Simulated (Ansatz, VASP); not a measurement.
Two plane-wave programs on SiO3

```xyz
4
Lattice="3.4753 0.0000 0.0000 0.0000 3.4753 0.0000 0.0000 0.0000 3.4661" Properties=species:S:1:pos:R:3 pbc="T T T"
Si    0.0000    0.0000    0.0000
O     0.0000    1.7377    0.0000
O     1.7377    0.0000    0.0000
O     0.0000    0.0000    1.7330
```

Alike in both runs: functional PBE; k mesh 6 × 6 × 4; occupations gaussian, width 0.2 eV; no spin polarisation.

Ansatz relaxed the structure, and its values are those at the end. VASP's run is a single point on that final structure, the one shown.

|  | VASP | Ansatz |
| --- | --- | --- |
| version | VASP 6.6.1 | Ansatz 0.2.0 |
| potentials or method | VASP PAW PBE potentials, release 64 (Si, O), cutoff 600 eV | scalar-relativistic, plane waves, PAW |
| valence electrons in the cell | 22 | 22 |

```csv
,VASP,Ansatz,Ansatz less VASP
gap on the k mesh at the Fermi level (eV),none,none,-
pressure (GPa),-0.5,-0.2,+0.27
```

A gap of «none» marks a metal or a gap that the smearing closes. The functional is the same, so the differences come from potentials, cutoffs and numerics.

The k mesh is coarse, so the values compare programs but aren't converged.
